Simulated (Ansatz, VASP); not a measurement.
## Hf in VASP and in Ansatz

INCAR

```
SYSTEM = Hf
PREC = Accurate
ENCUT = 520
EDIFF = 1E-7
ISMEAR = -1
SIGMA = 0.1
LREAL = .False.
LASPH = .True.
NELM = 100
ALGO = Normal
ISIF = 2
LWAVE = .False.
LCHARG = .False.
NBANDS = 17
```

KPOINTS

```
Automatic mesh
0
Gamma
  7 7 4
  0 0 0
```

File POSCAR:

```
Hf
1.0
    3.1183974891      0.0000000000      0.0000000000
   -1.5591987445      2.7006114446      0.0000000000
    0.0000000000      0.0000000000      4.9475473504
Hf
2
Direct
    0.3333333333      0.6666666667      0.2500000000
    0.6666666667      0.3333333333      0.7500000000
```

Input for Ansatz:

```yaml
crystal:
  lattice:
    - [3.1183974891, 0.0, 0.0]
    - [-1.5591987445, 2.7006114446, 0.0]
    - [0.0, 0.0, 4.9475473504]
  atoms:
    - { symbol: Hf, position: [0.3333333333, 0.6666666667, 0.25] }
    - { symbol: Hf, position: [0.6666666667, 0.3333333333, 0.75] }
hamiltonian:
  xc: lda
  pseudopotentials:
    kind: paw
    azcp:
      Hf: "pseudopotentials/Hf.paw.azcp"
basis:
  ecutwfc: 420
  fft_grid_basis: typed
kpoints:
  mp_grid: { grid: [7, 7, 4], shift: [0, 0, 0] }
magnetization:
  spin_polarized: false
scf:
  occupations: { method: fermi_dirac, width: 0.1 }
  lower_state_search: "off"
output:
  stress: true
```

Alike in both runs: task single point; functional LDA; k mesh 7 × 7 × 4; occupations fermi-dirac, width 0.1 eV; no spin polarisation.

|  | VASP | Ansatz |
| --- | --- | --- |
| version | VASP 6.6.1 | Ansatz 0.2.0 |
| potentials or method | VASP PAW LDA potentials, release 64 (Hf_pv), cutoff 520 eV | plane waves (420 eV) with PAW, scalar-relativistic |
| valence electrons in the cell | 20 | 52 |

|  | VASP | Ansatz | Ansatz less VASP |
| --- | --- | --- | --- |
| pressure (GPa) | 0.2 | 0.1 | -0.08 |
| traceless stress, the component that is largest in VASP (GPa) | -0.06 | 0.02 | +0.082 |

Ansatz warns that its potentials were made for another functional, while VASP's fit it. LDA's correlation is that of Perdew and Zunger in VASP and of Perdew and Wang (1992) in Ansatz. VASP's potentials hold 20 valence electrons a cell and Ansatz's 52, so a difference there can come from the potentials and not from the codes.

Spin-orbit coupling is off throughout.
